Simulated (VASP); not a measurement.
# Mg (P6_3/mmc) in VASP: further runs, part 2 of 2

VASP 6.6.1. Earlier steps stand in the parts before.

## 3. Single point, LDA

File INCAR:

```
ALGO = Normal ; EDIFF = 1E-6
ENCUT = 520 ; GGA = CA
ISIF = 2 ; ISMEAR = -1
LASPH = True ; LCHARG = False
LREAL = False ; LWAVE = False
NBANDS = 9 ; NELM = 100
PREC = Accurate ; SIGMA = 0.6
```

File KPOINTS:

```
k-points
0
Gamma
  12 12 6
```

File POSCAR:

```
Mg
1.0
    3.1325008903      0.0000000000      0.0000000000
   -1.5662504451      2.7128253484      0.0000000000
    0.0000000000      0.0000000000      5.0848940941
Mg
2
Direct
    0.3333333333      0.6666666667      0.2500000000
    0.6666666667      0.3333333333      0.7500000000
```

Potentials or basis: VASP PAW LDA potentials, release 64 (Mg).

The run is started by

```
$ cat potpaw_LDA.64/Mg/POTCAR > POTCAR
$ mpirun -np 1 vasp_std > vasp.out
```

OUTCAR:

```text
EDIFF = 1E-6
   ENCUT = 520
   GGA = CA
   ISIF = 2
   ISMEAR = -1
   LASPH = True
   LREAL = False
   NELM = 100
   PREC = Accurate

 ion  position               nearest neighbor table
   1  0.333  0.667  0.250-   2 3.12   2 3.12   2 3.12   2 3.12   2 3.12   2 3.12
   2  0.667  0.333  0.750-   1 3.12   1 3.12   1 3.12   1 3.12   1 3.12   1 3.12

  LATTYP: Found a hexagonal cell.
 ALAT       =     3.1325008903
 C/A-ratio  =     1.6232698001

  Lattice vectors:

 A1 = (   3.1325008903,   0.0000000000,   0.0000000000)
 A2 = (  -1.5662504451,   2.7128253484,   0.0000000000)
 A3 = (   0.0000000000,   0.0000000000,   5.0848940941)

Analysis of symmetry for initial positions (statically):
=====================================================================
 Subroutine PRICEL returns:
 Original cell was already a primitive cell.

 Routine SETGRP: Setting up the symmetry group for a
 hexagonal supercell.

 Subroutine GETGRP returns: Found 24 space group operations
 (whereof 12 operations were pure point group operations)
 out of a pool of 24 trial point group operations.

The static configuration has the point symmetry D_3d.
 The point group associated with its full space group is D_6h.

Analysis of symmetry for dynamics (positions and initial velocities):
=====================================================================
 Subroutine PRICEL returns:
 Original cell was already a primitive cell.

 Routine SETGRP: Setting up the symmetry group for a
 hexagonal supercell.

 Subroutine GETGRP returns: Found 24 space group operations
 (whereof 12 operations were pure point group operations)
 out of a pool of 24 trial point group operations.

The dynamic configuration has the point symmetry D_3d.
 The point group associated with its full space group is D_6h.

 Subroutine INISYM returns: Found 24 space group operations
 (whereof 12 operations are pure point group operations),
 and found     1 'primitive' translations

----------------------------------------------------------------------------------------

[... 113 lines left out ...]
  volume/ion in A,a.u.               =      21.61       145.80
  Fermi-wavevector in a.u.,A,eV,Ry     =   0.740565  1.399465  7.461932  0.548437
  Thomas-Fermi vector in A             =   1.834998
   LORBIT       =      0    0 simple, 1 ext, 2 COOP (PROOUT), +10 PAW based schemes
   GGA     = CA    functional components
   LHFCALC =     F    Hartree Fock is set to
   AEXX    =    0.0000 exact exchange contribution
   IVDW    =     0    specifies the selected vdW correction
   LEPSILON=     F    determine dielectric tensor
   LRPA    =     F    only Hartree local field effects (RPA)
 non-spin polarized calculation
  energy-cutoff  :      520.00
  volume of cell :       43.21
 maximum number of plane-waves:      1182
 NGX is ok and might be reduce to    24
   NGX = 11   NGY = 11   NGZ = 19

 number of electron       4.0000000 magnetization

 Free energy of the ion-electron system (eV)
  ---------------------------------------------------
  ext. energy  EPLUGINS =         0.00000000
  ---------------------------------------------------
  free energy    TOTEN  =        -4.10967152 eV

  energy without entropy =       -3.12183282  energy(sigma->0) =       -3.61575217

 E-fermi :   2.7465     XC(G=0):  -8.8769

 val. band max:        2.7397685256   @ k =   0.4167   0.1667   0.5000
 cond. band min:       2.9872607700   @ k =   0.3333   0.3333   0.5000
 fundamental gap:      0.2474922444
 Fermi energy:         2.7465402384

 k-point     1 :       0.0000    0.0000    0.0000
  band No.  band energies     occupation
      1      -4.3927      1.99999
      2       1.0415      1.88978
      3       1.5193      1.77095
      4      14.0394      0.00000
      5      14.0394      0.00000
      6      14.2049      0.00000
      7      14.2049      0.00000
      8      14.9620      0.00000
      9      16.7313      0.00000
[... 265 lines left out ...]
 k-point    24 :       0.3333    0.0000    0.1667
  band No.  band energies     occupation
      1      -1.9875      1.99925
      2       1.6913      1.70611
      3       4.3610      0.12703
      4       5.6207      0.01648
      5       8.0109      0.00031
      6      10.5161      0.00000
      7      10.7789      0.00000
      8      12.6915      0.00000
      9      13.7167      0.00000

 [... further k-points ...]
[... 5 lines left out ...]
  --------------------------------------------------------------------------------------
  -------------------------------------------------------------------------------------
  Total        0.2417034      0.2417034      0.2572685      0.0000000     -0.0000000     -0.0000000
  in kB        8.9618637      8.9618637      9.5389886      0.0000000     -0.0000000     -0.0000000
  external PRESSURE =       9.1542386 kB  Pullay stress =       0.0000000 kB

 VOLUME and BASIS-vectors are now :
 -----------------------------------------------------------------------------
  energy-cutoff  :      520.00
  volume of cell :       43.21
      direct lattice vectors                 reciprocal lattice vectors
     3.132500890  0.000000000  0.000000000     0.319233748  0.184309690  0.000000000
    -1.566250445  2.712825348  0.000000000     0.000000000  0.368619381  0.000000000
     0.000000000  0.000000000  5.084894094     0.000000000  0.000000000  0.196660930

 POSITION                                       TOTAL-FORCE (eV/Angst)
 -----------------------------------------------------------------------------------
     -0.00000      1.80855      1.27122        -0.000000      0.000000      0.000000
      1.56625      0.90428      3.81367         0.000000      0.000000      0.000000
 -----------------------------------------------------------------------------------
    total drift:                               -0.000000      0.000000     -0.000000

  FREE ENERGIE OF THE ION-ELECTRON SYSTEM (eV)
  ---------------------------------------------------
  free  energy   TOTEN  =        -4.1096715194 eV

  energy  without entropy=       -3.1218328183  energy(sigma->0) =       -3.61575217
```

stdout:

```text
POSCAR found type information on POSCAR Mg
 POSCAR found :  1 types and       2 ions
 scaLAPACK will be used
 LDA part: xc-table for (Slater(with rela. corr.)+CA(PZ))
 , standard interpolation
 POSCAR, INCAR and KPOINTS ok, starting setup
 FFT: planning ... GRIDC
 FFT: planning ... GRID_SOFT
 FFT: planning ... GRID
 WAVECAR not read
 entering main loop
```

Run time: 20 s. Hardware: 1 thread of Intel Xeon 8259CL, shared host; peak memory 0.15 GiB.

What came out:

| Property | Result |
| --- | --- |
| Free energy | -4.1097 eV |
| Pressure | 0.9 GPa |
| Band gap on the k mesh | zero (band 2 reaches 3.81 eV, above the bottom of band 3 at 1.52 eV) |

## 4. Single point, LDA

File INCAR:

```
SYSTEM = Mg
PREC = Accurate
ENCUT = 520
EDIFF = 1E-6
ISMEAR = -1
SIGMA = 1.0
LREAL = .FALSE.
LASPH = .TRUE.
NELM = 100
ALGO = Normal
ISIF = 2
LWAVE = .FALSE.
LCHARG = .FALSE.
NBANDS = 9
```

File KPOINTS:

```
Automatic mesh
0
G
  12 12 6
  0 0 0
```

POSCAR is that of step 3.

The run is started by

```
$ cat potpaw_LDA.64/Mg/POTCAR > POTCAR
$ mpirun -np 1 vasp_std > vasp.out
```

Wall time 21 s (1 thread of Intel Xeon 8259CL, shared host); peak memory 0.15 GiB.

Results (log left out):

```yaml
Free_energy: -4.9855 eV
Pressure: 2.9 GPa
Band_gap_on_the_k_mesh: zero (band 2 reaches 3.81 eV, above the bottom of band 3 at 1.52 eV)
```

Stress tensor (GPa, compression positive):
```
2.83 0.00 0.00
0.00 2.83 0.00
0.00 0.00 3.03
```

Levels at points of the mesh, in eV from the Fermi level:
| k point | band 1 | band 2 | band 3 | band 4 | band 5 |
| --- | --- | --- | --- | --- | --- |
| (0.00, 0.00, 0.00) | -7.06 | -1.63 | -1.15 | 11.37 | 11.37 |
| (0.50, 0.00, 0.00) | -2.10 | -2.08 | 2.86 | 3.21 | 3.53 |
| (0.00, 0.00, 0.50) | -5.62 | -5.62 | 5.32 | 5.32 | 12.12 |
| (0.50, 0.00, 0.50) | -1.02 | -1.02 | -0.33 | -0.33 | 8.37 |

## 5. The runs side by side

```csv
smearing,gap on the mesh (eV),pressure (GPa)
fermi-dirac 0.3 eV,none,0.0
fermi-dirac 0.6 eV,none,0.9
fermi-dirac 1 eV,none,2.9
```

Alike in all rows: task single point; level LDA; potentials or basis VASP PAW LDA potentials, release 64 (Mg); no spin polarisation; cell as given; k mesh 12 × 12 × 6; cutoff (eV) 520.

Every run on the cell as given and a fine mesh finds a metal.

Total energies depend on the potentials used, so only differences within one code and one set of settings carry meaning.
